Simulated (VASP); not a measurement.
# Li5Au3 (Im-3m) in VASP: a series of runs

Runs on Li5Au3. Level: PBE. Tasks: single point, relaxation of cell and atoms.

Everything below comes from runs of VASP 6.6.1. Logs are shortened: lines on timing, memory, paths and dates and some standing lists are left out, and cuts for length are marked.

## (1) The cell of the first run

It takes space group Im-3m (No. 229, cubic). Conventional cell: a = 6.266 Å, b = 6.266 Å, c = 6.266 Å, α = 90.00°, β = 90.00°, γ = 90.00°. Li (site symmetry -3m) has 8 Li at 2.71 to 3.13 Å and 6 Au at 2.71 Å within 3.6 Å. Within 3.6 Å of Li (site symmetry m-3m) lie 8 Li at 2.71 Å and 6 Au at 3.13 Å. Au (site symmetry 4/mmm) has 10 Li at 2.71 to 3.13 Å and 4 Au at 3.13 Å within 3.6 Å.

## (2) Single point, PBE

Input file INCAR:

```
SYSTEM = Li5Au3
PREC = Accurate
ENCUT = 520
EDIFF = 1E-6
ISMEAR = 0
SIGMA = 0.1
LREAL = .FALSE.
LASPH = .TRUE.
NELM = 60
ALGO = Fast
ISIF = 2
LWAVE = .FALSE.
LCHARG = .TRUE.
GGA = PE
LELF = .TRUE.
LVHAR = .TRUE.
NBANDS = 34
```

Input file KPOINTS:

```
regular mesh
0
G
  8 8 8
  0 0 0
```

Input file POSCAR:

```
Li5Au3
1.0
   -3.1329128730      3.1329128730      3.1329128730
    3.1329128730     -3.1329128730      3.1329128730
    3.1329128730      3.1329128730     -3.1329128730
Li Au
5 3
Direct
    0.5000000000      0.5000000000      0.5000000000
    0.0000000000      0.0000000000      0.5000000000
    0.0000000000      0.5000000000      0.0000000000
    0.5000000000      0.0000000000      0.0000000000
    0.0000000000      0.0000000000      0.0000000000
    0.0000000000      0.5000000000      0.5000000000
    0.5000000000      0.0000000000      0.5000000000
    0.5000000000      0.5000000000      0.0000000000
```

Potentials or basis: VASP PAW PBE potentials, release 64 (Li_sv, Au).

On the command line:

```sh
$ cat potpaw_PBE.64/Li_sv/POTCAR potpaw_PBE.64/Au/POTCAR > POTCAR
$ mpirun -np 1 vasp_std > vasp.out
```

OUTCAR:

```text
SYSTEM = Li5Au3
   PREC = Accurate
   ENCUT = 520
   EDIFF = 1E-6
   ISMEAR = 0
   LREAL = .FALSE.
   LASPH = .TRUE.
   NELM = 60
   ISIF = 2
   GGA = PE

 ion  position               nearest neighbor table
   1  0.500  0.500  0.500-   6 2.71   7 2.71   8 2.71   8 2.71   7 2.71   6 2.71
   2  0.000  0.000  0.500-   6 2.71   7 2.71   8 2.71   6 2.71   7 2.71   8 2.71
   3  0.000  0.500  0.000-   6 2.71   7 2.71   8 2.71   6 2.71   8 2.71   7 2.71
   4  0.500  0.000  0.000-   6 2.71   7 2.71   8 2.71   7 2.71   8 2.71   6 2.71
   5  0.000  0.000  0.000-
   6  0.000  0.500  0.500-   1 2.71   2 2.71   3 2.71   4 2.71   3 2.71   2 2.71   1 2.71   4 2.71
                             7 3.13   8 3.13   7 3.13   8 3.13
   7  0.500  0.000  0.500-   1 2.71   2 2.71   3 2.71   4 2.71   4 2.71   1 2.71   2 2.71   3 2.71
                             8 3.13   6 3.13   6 3.13   8 3.13
   8  0.500  0.500  0.000-   1 2.71   2 2.71   3 2.71   4 2.71   1 2.71   4 2.71   3 2.71   2 2.71
                             7 3.13   6 3.13   6 3.13   7 3.13

  LATTYP: Found a body centered cubic cell.
 ALAT       =     6.2658257460

  Lattice vectors:

 A1 = (  -3.1329128730,   3.1329128730,   3.1329128730)
 A2 = (   3.1329128730,  -3.1329128730,   3.1329128730)
 A3 = (   3.1329128730,   3.1329128730,  -3.1329128730)

Analysis of symmetry for initial positions (statically):
=====================================================================
 Subroutine PRICEL returns:
 Original cell was already a primitive cell.

 Routine SETGRP: Setting up the symmetry group for a
 body centered cubic supercell.

 Subroutine GETGRP returns: Found 48 space group operations
 (whereof 48 operations were pure point group operations)
 out of a pool of 48 trial point group operations.

The static configuration has the point symmetry O_h .

Analysis of symmetry for dynamics (positions and initial velocities):
=====================================================================
 Subroutine PRICEL returns:
 Original cell was already a primitive cell.

 Routine SETGRP: Setting up the symmetry group for a
 body centered cubic supercell.

 Subroutine GETGRP returns: Found 48 space group operations
 (whereof 48 operations were pure point group operations)
 out of a pool of 48 trial point group operations.

The dynamic configuration has the point symmetry O_h .

 Subroutine INISYM returns: Found 48 space group operations
 (whereof 48 operations are pure point group operations),
 and found     1 'primitive' translations

----------------------------------------------------------------------------------------

                                     Primitive cell

  volume of cell :     123.0000

  direct lattice vectors                    reciprocal lattice vectors
    -3.132912873  3.132912873  3.132912873     0.000000000  0.159595884  0.159595884
     3.132912873 -3.132912873  3.132912873     0.159595884  0.000000000  0.159595884
     3.132912873  3.132912873 -3.132912873     0.159595884  0.159595884  0.000000000

  length of vectors
     5.426364272  5.426364272  5.426364272     0.225702664  0.225702664  0.225702664

  position of ions in fractional coordinates (direct lattice)
     0.500000000  0.500000000  0.500000000
     0.000000000  0.000000000  0.500000000
     0.000000000  0.500000000  0.000000000
     0.500000000  0.000000000  0.000000000
     0.000000000  0.000000000  0.000000000
     0.000000000  0.500000000  0.500000000
     0.500000000  0.000000000  0.500000000
     0.500000000  0.500000000  0.000000000

  ion indices of the primitive-cell ions
   primitive index   ion index
                 1           1
                 2           2
                 3           3
                 4           4
                 5           5
                 6           6
                 7           7
                 8           8

----------------------------------------------------------------------------------------

 KPOINTS: regular mesh

Automatic generation of k-mesh.
 Grid dimensions read from file:
 generate k-points for:    8    8    8

 Generating k-lattice:

  Cartesian coordinates                     Fractional coordinates (reciprocal lattice)
     0.000000000  0.019949486  0.019949486     0.125000000  0.000000000  0.000000000
     0.019949486  0.000000000  0.019949486     0.000000000  0.125000000  0.000000000
     0.019949486  0.019949486  0.000000000     0.000000000  0.000000000  0.125000000

  Length of vectors
     0.028212833  0.028212833  0.028212833

  Shift w.r.t. Gamma in fractional coordinates (k-lattice)
     0.000000000  0.000000000  0.000000000

 Subroutine IBZKPT returns following result:
 ===========================================

 Found     29 irreducible k-points:

 Following reciprocal coordinates:
            Coordinates               Weight
  0.000000  0.000000  0.000000      1.000000
  0.125000  0.000000  0.000000     12.000000
  0.250000  0.000000  0.000000     12.000000
  0.375000  0.000000  0.000000     12.000000
  0.500000  0.000000  0.000000      6.000000
  0.125000  0.125000  0.000000     24.000000
[... 16 lines left out ...]
 -0.250000  0.250000  0.250000      6.000000
 -0.375000  0.375000  0.250000     24.000000
 [... further k-points ...]
   k-points           NKPTS =     29   k-points in BZ     NKDIM =     29   number of bands    NBANDS=     34
   number of dos      NEDOS =    301   number of ions     NIONS =      8
   total plane-waves  NPLWV =  64000
   dimension x,y,z NGX =    40 NGY =   40 NGZ =   40
   dimension x,y,z NGXF=    80 NGYF=   80 NGZF=   80
   ions per type =               5   3
   NGX,Y,Z   is equivalent  to a cutoff of  12.25, 12.25, 12.25 a.u.
   NGXF,Y,Z  is equivalent  to a cutoff of  24.51, 24.51, 24.51 a.u.
 SYSTEM =  Li5Au3
   PREC   = accura    normal or accurate (medium, high low for compatibility)
   ISTART =      0    job   : 0-new  1-cont  2-samecut
   ICHARG =      2    charge: 1-file 2-atom 10-const
   ISPIN  =      1    spin polarized calculation?
   LNONCOLLINEAR =      F non collinear calculations
   LSORBIT =      F    spin-orbit coupling
   LASPH  =      T    aspherical Exc in radial PAW
   ENCUT  =  520.0 eV  38.22 Ry    6.18 a.u.  10.09 10.09 10.09*2*pi/ulx,y,z
   NELM   =     60;   NELMIN=  2; NELMDL= -5     # of ELM steps
   EDIFF  = 0.1E-05   stopping-criterion for ELM
   LREAL  =      F    real-space projection
   EDIFFG = 0.1E-04   stopping-criterion for IOM
   NSW    =      0    number of steps for IOM
   IBRION =     -1    ionic relax: 0-MD 1-quasi-New 2-CG
   NFREE  =      0    steps in history (QN), initial steepest desc. (CG)
   ISIF   =      2    stress and relaxation
   ISYM   =      2    0-nonsym 1-usesym 2-fastsym
   POTIM  = 0.5000    time-step for ionic-motion
   TEBEG  =    0.0;   TEEND  =   0.0 temperature during run
   PSTRESS=    0.0 pullay stress
   NELECT =      48.0000    total number of electrons
   NUPDOWN=      -1.0000    fix difference up-down
   EMIN   =  10.00;   EMAX   =-10.00  energy-range for DOS
   EFERMI =   0.00;   METHOD = LEGACY
   ISMEAR =     0;   SIGMA  =   0.10  broadening in eV -4-tet -1-fermi 0-gaus
   EFERMI_NEDOS =   21; number of points for ismear=-14 and -15
   IALGO  =     68    algorithm
   IMIX   =      4    mixing-type and parameters
     AMIX     =   0.40;   BMIX     =  1.00
     AMIX_MAG =   1.60;   BMIX_MAG =  1.00
  volume/ion in A,a.u.               =      15.37       103.76
  Fermi-wavevector in a.u.,A,eV,Ry     =   1.196337  2.260749 19.472966  1.431223
  Thomas-Fermi vector in A             =   2.332280
   LORBIT       =      0    0 simple, 1 ext, 2 COOP (PROOUT), +10 PAW based schemes
   GGA     = PE    functional components
   LHFCALC =     F    Hartree Fock is set to
   AEXX    =    0.0000 exact exchange contribution
   IVDW    =     0    specifies the selected vdW correction
   LEPSILON=     F    determine dielectric tensor
   LRPA    =     F    only Hartree local field effects (RPA)
 non-spin polarized calculation
 RMM-DIIS sequential band-by-band and
 Gauss-broadening in eV      SIGMA  =   0.10
  energy-cutoff  :      520.00
  volume of cell :      123.00
 maximum number of plane-waves:      3352
   NGX = 21   NGY = 21   NGZ = 21

 number of electron      47.9999932 magnetization

 Free energy of the ion-electron system (eV)
  ---------------------------------------------------
  ext. energy  EPLUGINS =         0.00000000
  ---------------------------------------------------
  free energy    TOTEN  =       -22.92180588 eV

  energy without entropy =      -22.91177815  energy(sigma->0) =      -22.91679201

 E-fermi :   4.8360     XC(G=0):  -9.9250

 val. band max:        4.8305597718   @ k =   0.0000   0.0000   0.0000
 cond. band min:       4.8716406477   @ k =   0.1250   0.0000   0.0000
 fundamental gap:      0.0410808758
 Fermi energy:         4.8359686565

 k-point     1 :       0.0000    0.0000    0.0000
  band No.  band energies     occupation
      1     -41.7008      2.00000
      2     -40.9484      2.00000
      3     -40.9387      2.00000
      4     -40.9387      2.00000
      5     -40.9387      2.00000
      6      -2.0639      2.00000
[... 26 lines left out ...]
     33      11.5644      0.00000
     34      12.0140      0.00000

 k-point     2 :       0.1250    0.0000    0.0000
  band No.  band energies     occupation
      1     -41.7007      2.00000
      2     -40.9481      2.00000
      3     -40.9390      2.00000
      4     -40.9386      2.00000
      5     -40.9386      2.00000
      6      -1.9603      2.00000
[... 26 lines left out ...]
     33      11.6888      0.00000
     34      12.0824      0.00000

 k-point     3 :       0.2500    0.0000    0.0000
  band No.  band energies     occupation
      1     -41.7006      2.00000
      2     -40.9470      2.00000
      3     -40.9401      2.00000
      4     -40.9386      2.00000
      5     -40.9386      2.00000
      6      -1.6659      2.00000
[... 26 lines left out ...]
     33      11.7709      0.00000
     34      12.4384      0.00000
[... 704 lines left out ...]
 k-point    23 :      -0.2500    0.2500    0.2500
  band No.  band energies     occupation
      1     -41.7004      2.00000
      2     -40.9459      2.00000
      3     -40.9410      2.00000
      4     -40.9410      2.00000
      5     -40.9360      2.00000
      6      -1.4567      2.00000
[... 26 lines left out ...]
     33      12.7213      0.00000
     34      12.8129      0.00000

 k-point    24 :      -0.3750    0.3750    0.2500
  band No.  band energies     occupation
      1     -41.7003      2.00000
      2     -40.9448      2.00000
      3     -40.9421      2.00000
      4     -40.9417      2.00000
      5     -40.9353      2.00000
      6      -1.2336      2.00000
[... 26 lines left out ...]
     33      13.0083      0.00000
     34      13.2762      0.00000

 [... further k-points ...]
[... 5 lines left out ...]
  --------------------------------------------------------------------------------------
  -------------------------------------------------------------------------------------
  Total       -0.0974122     -0.0974122     -0.0974122     -0.0000000      0.0000000     -0.0000000
  in kB       -1.2688749     -1.2688749     -1.2688749     -0.0000000      0.0000000     -0.0000000
  external PRESSURE =      -1.2688749 kB  Pullay stress =       0.0000000 kB

 VOLUME and BASIS-vectors are now :
 -----------------------------------------------------------------------------
  energy-cutoff  :      520.00
  volume of cell :      123.00
      direct lattice vectors                 reciprocal lattice vectors
    -3.132912873  3.132912873  3.132912873     0.000000000  0.159595884  0.159595884
     3.132912873 -3.132912873  3.132912873     0.159595884  0.000000000  0.159595884
     3.132912873  3.132912873 -3.132912873     0.159595884  0.159595884  0.000000000

 POSITION                                       TOTAL-FORCE (eV/Angst)
 -----------------------------------------------------------------------------------
      1.56646      1.56646      1.56646        -0.000000      0.000000     -0.000000
      1.56646      1.56646     -1.56646         0.000000     -0.000000      0.000000
      1.56646     -1.56646      1.56646         0.000000     -0.000000      0.000000
     -1.56646      1.56646      1.56646         0.000000     -0.000000      0.000000
      0.00000      0.00000      0.00000         0.000000     -0.000000      0.000000
      3.13291      0.00000      0.00000        -0.000000      0.000000     -0.000000
      0.00000      3.13291      0.00000        -0.000000     -0.000000     -0.000000
      0.00000      0.00000      3.13291         0.000000     -0.000000      0.000000
 -----------------------------------------------------------------------------------
    total drift:                               -0.000000     -0.000000      0.000000

  FREE ENERGIE OF THE ION-ELECTRON SYSTEM (eV)
  ---------------------------------------------------
  free  energy   TOTEN  =       -22.9218058820 eV

  energy  without entropy=      -22.9117781457  energy(sigma->0) =      -22.91679201
```

Run time: 5.4 min. Hardware: 1 thread of Oxide Virtual Turin-like, shared host; peak memory 0.26 GiB.

What came out:

| Quantity | Value |
| --- | --- |
| Free energy | -22.9218 eV |
| Band gap on the k mesh | zero (band 24 reaches 5.08 eV, above the bottom of band 25 at 3.40 eV) |

Levels at points of the mesh, in eV from the Fermi level:
```
           k point  band 22  band 23  band 24  band 25  band 26  band 27
(0.00, 0.00, 0.00)    -0.02    -0.02    -0.02    -0.01    -0.01    -0.01
(0.50, 0.00, 0.00)    -3.51    -0.84    -0.24     0.33     0.67     2.57
(0.50, 0.50, 0.50)    -1.85    -1.44    -1.44    -1.44    -0.30     4.11
```

Caveat: the cutoff is under 1.25 times the usual one of these potentials, so pressure, stress and relaxed cells hold a basis-set (Pulay) error; spin-orbit coupling is left out, which moves the levels of the heavy elements.

## (3) Relaxation of cell and atoms, PBE

This run uses another cell than the first one, of 15.69 Å³/atom, 1.021 times its volume.

Input file INCAR:

```
  PREC = Accurate
  ENCUT = 600
  EDIFF = 1E-7
  ISMEAR = 0
  SIGMA = 0.1
  LREAL = False
  LASPH = True
  NELM = 60
  ALGO = Fast
  ISIF = 3
  LWAVE = False
  LCHARG = False
  GGA = PE
  IBRION = 2
  NSW = 100
  EDIFFG = -0.01
```

Input file KPOINTS:

```
Automatic mesh
0
Gamma
  8 8 8
```

Changes to POSCAR since step 2:

```diff
@@ -2,5 +2,5 @@
 1.0
-   -3.1329128730      3.1329128730      3.1329128730
-    3.1329128730     -3.1329128730      3.1329128730
-    3.1329128730      3.1329128730     -3.1329128730
+   -3.1541892037      3.1541892037      3.1541892037
+    3.1541892037     -3.1541892037      3.1541892037
+    3.1541892037      3.1541892037     -3.1541892037
 Li Au
```

Potentials or basis: VASP PAW PBE potentials, release 64 (Li_sv, Au).

On the command line:

```sh
$ cat potpaw_PBE.64/Li_sv/POTCAR potpaw_PBE.64/Au/POTCAR > POTCAR
$ mpirun -np 1 vasp_std > vasp.out
```

OUTCAR:

```text
PREC = Accurate
   ENCUT = 600
   EDIFF = 1E-7
   ISMEAR = 0
   LREAL = False
   LASPH = True
   NELM = 60
   ISIF = 3
   GGA = PE
   IBRION = 2
   NSW = 100
   EDIFFG = -0.01

 ion  position               nearest neighbor table
   1  0.500  0.500  0.500-   6 2.73   7 2.73   8 2.73   8 2.73   7 2.73   6 2.73
   2  0.000  0.000  0.500-   6 2.73   7 2.73   8 2.73   6 2.73   7 2.73   8 2.73
   3  0.000  0.500  0.000-   6 2.73   7 2.73   8 2.73   6 2.73   8 2.73   7 2.73
   4  0.500  0.000  0.000-   6 2.73   7 2.73   8 2.73   7 2.73   8 2.73   6 2.73
   5  0.000  0.000  0.000-
   6  0.000  0.500  0.500-   1 2.73   2 2.73   3 2.73   4 2.73   3 2.73   2 2.73   1 2.73   4 2.73
                             7 3.15   8 3.15   7 3.15   8 3.15
   7  0.500  0.000  0.500-   1 2.73   2 2.73   3 2.73   4 2.73   4 2.73   1 2.73   2 2.73   3 2.73
                             8 3.15   6 3.15   6 3.15   8 3.15
   8  0.500  0.500  0.000-   1 2.73   2 2.73   3 2.73   4 2.73   1 2.73   4 2.73   3 2.73   2 2.73
                             7 3.15   6 3.15   6 3.15   7 3.15
[... 329 lines left out ...]
  ext. energy  EPLUGINS =         0.00000000
  ---------------------------------------------------
  free energy    TOTEN  =       -22.92398899 eV

  energy without entropy =      -22.91396394  energy(sigma->0) =      -22.91897646

 E-fermi :   4.8642     XC(G=0):  -9.9416

 val. band max:        4.8550693848   @ k =   0.0000   0.0000   0.0000
 cond. band min:       4.8959416196   @ k =   0.1250   0.0000   0.0000
 fundamental gap:      0.0408722349
 Fermi energy:         4.8642134071

 k-point     1 :       0.0000    0.0000    0.0000
  band No.  band energies     occupation
      1     -41.6618      2.00000
      2     -40.9099      2.00000
      3     -40.9000      2.00000
      4     -40.9000      2.00000
      5     -40.9000      2.00000
      6      -2.0526      2.00000
[... 757 lines left out ...]
     28       7.0723      0.00000
     29       8.7907      0.00000

 [... further k-points ...]
[... 5 lines left out ...]
  --------------------------------------------------------------------------------------
  -------------------------------------------------------------------------------------
  Total        0.0042749      0.0042749      0.0042749      0.0000000      0.0000000     -0.0000000
  in kB        0.0558849      0.0558849      0.0558849      0.0000000      0.0000000     -0.0000000
  external PRESSURE =       0.0558849 kB  Pullay stress =       0.0000000 kB
[... 23 lines left out ...]
  FREE ENERGIE OF THE ION-ELECTRON SYSTEM (eV)
  ---------------------------------------------------
  free  energy   TOTEN  =       -22.9239889916 eV

  energy  without entropy=      -22.9139639380  energy(sigma->0) =      -22.91897646

 reached required accuracy - stopping structural energy minimisation
```

OSZICAR:

```text
N       E                     dE             d eps       ncg     rms          rms(c)
DAV:   1     0.342871006334E+03    0.34287E+03   -0.23422E+04  1682   0.188E+03
DAV:   2     0.859060437826E+01   -0.33428E+03   -0.31560E+03  1801   0.413E+02
DAV:   3    -0.219066139723E+02   -0.30497E+02   -0.29632E+02  2617   0.840E+01
[... 97 lines left out ...]
RMM:   9    -0.229239881444E+02   -0.65753E-06   -0.50255E-06  2192   0.101E-02    0.859E-04
RMM:  10    -0.229239885340E+02   -0.38961E-06   -0.29774E-06  1594   0.748E-03    0.772E-04
RMM:  11    -0.229239888137E+02   -0.27972E-06   -0.17590E-06  1570   0.639E-03    0.973E-04
RMM:  12    -0.229239889151E+02   -0.10142E-06   -0.12251E-06  1538   0.559E-03    0.706E-04
RMM:  13    -0.229239889916E+02   -0.76425E-07   -0.78296E-07  1429   0.510E-03
   4 F= -.22923989E+02 E0= -.22918976E+02  d E =-.935396E-02
```

Wall time 27 min (1 thread of Oxide Virtual Turin-like, shared host); peak memory 0.36 GiB.

Results:

```yaml
Free_energy: -22.9240 eV
Relaxed_volume: 15.32 Å³/atom
Relaxed_cell: a = 5.420 Å, b = 5.420 Å, c = 5.420 Å, α = 109.47°, β = 109.47°, γ = 109.47°
Space_group_after_relaxing_to_0.05_Å: Im-3m (No. 229)
Energy_gained_by_relaxing: 1.2 meV/atom
Ionic_steps: 4
Pressure_after_relaxing: 0.0 GPa
Band_gap_on_the_k_mesh: zero (band 24 reaches 5.11 eV, above the bottom of band 25 at 3.42 eV)
```

Step by step:
```tsv
step	energy change (eV)	largest force (eV/Å)	pressure (GPa)	volume (Å³)
1	0.0000	0.0000	-0.99	125.52
2	-0.0078	0.0000	-0.40	123.78
3	-0.0092	0.0000	-0.11	122.89
4	-0.0094	0.0000	0.01	122.56
```

Final structure:
```
Li Au
1.0
    -3.12915    3.12915    3.12915
     3.12915   -3.12915    3.12915
     3.12915    3.12915   -3.12915
Li Au
5 3
Direct
  0.50000 0.50000 0.50000
  0.00000 0.00000 0.50000
  0.00000 0.50000 0.00000
  0.50000 0.00000 0.00000
  0.00000 0.00000 0.00000
  0.00000 0.50000 0.50000
  0.50000 0.00000 0.50000
  0.50000 0.50000 0.00000
```

Levels at points of the mesh, in eV from the Fermi level:
```csv
k point,band 20,band 21,band 22,band 23,band 24,band 25,band 26,band 27,band 28,band 29
"(0.00, 0.00, 0.00)",-3.40,-2.43,-0.02,-0.02,-0.02,-0.01,-0.01,-0.01,0.84,0.84
"(0.50, 0.00, 0.00)",-3.66,-3.61,-3.51,-0.84,-0.23,0.33,0.67,2.57,3.24,4.94
"(0.50, 0.50, 0.50)",-3.41,-1.85,-1.85,-1.45,-1.45,-1.45,-0.29,4.11,4.11,4.11
```

Caveat: the cutoff is under 1.25 times the usual one of these potentials, so pressure, stress and relaxed cells hold a basis-set (Pulay) error; spin-orbit coupling is left out, which moves the levels of the heavy elements.
